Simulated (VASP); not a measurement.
A run of VASP 6.6.1 is set up as follows.

Contents of INCAR:

```
PREC = Accurate
ENCUT = 520
EDIFF = 1E-7
ISMEAR = 0
SIGMA = 0.1
LREAL = F
LASPH = T
NELM = 100
ALGO = Normal
ISIF = 2
LWAVE = F
LCHARG = F
GGA = PE
NBANDS = 46
```

KPOINTS

```
Automatic mesh
0
Gamma
  4 4 4
```

POSCAR

```
Lu2SiNF2
1.0
    3.2563800470      0.0000000000      0.0000000000
    0.0000000000      3.2563800470      0.0000000000
    0.0000000000      0.0000000000      7.7111800356
Lu Si N F
2 1 1 2
Direct
    0.5000000000      0.0000000000      0.2731177080
    0.0000000000      0.5000000000      0.7268822920
    0.0000000000      0.0000000000      0.0000000000
    0.5000000000      0.5000000000      0.0000000000
    0.5000000000      0.0000000000      0.5898645823
    0.0000000000      0.5000000000      0.4101354177
```

Potentials or basis: VASP PAW PBE potentials, release 64 (Lu, Si, N, F).

Launch:

```sh
$ cat potpaw_PBE.64/Lu/POTCAR potpaw_PBE.64/Si/POTCAR potpaw_PBE.64/N/POTCAR potpaw_PBE.64/F/POTCAR > POTCAR
$ mpirun -np 1 vasp_std > vasp.out
```

Question: Predict the largest force.

Answer: 0.007 eV/Å.

Question: Estimate the pressure.

Answer: 0.2 GPa.

Forces on the atoms (eV/Å):
```
Lu   0.000  0.000  0.001
Lu   0.000  0.000 -0.001
Si   0.000  0.000  0.000
N    0.000  0.000  0.000
F    0.000  0.000  0.007
F    0.000  0.000 -0.007
```

Caveat: the k points lie up to 0.48 Å⁻¹ apart; an odd number of electrons without spin polarisation forces a metal; a magnetic or distorted state may lie lower.
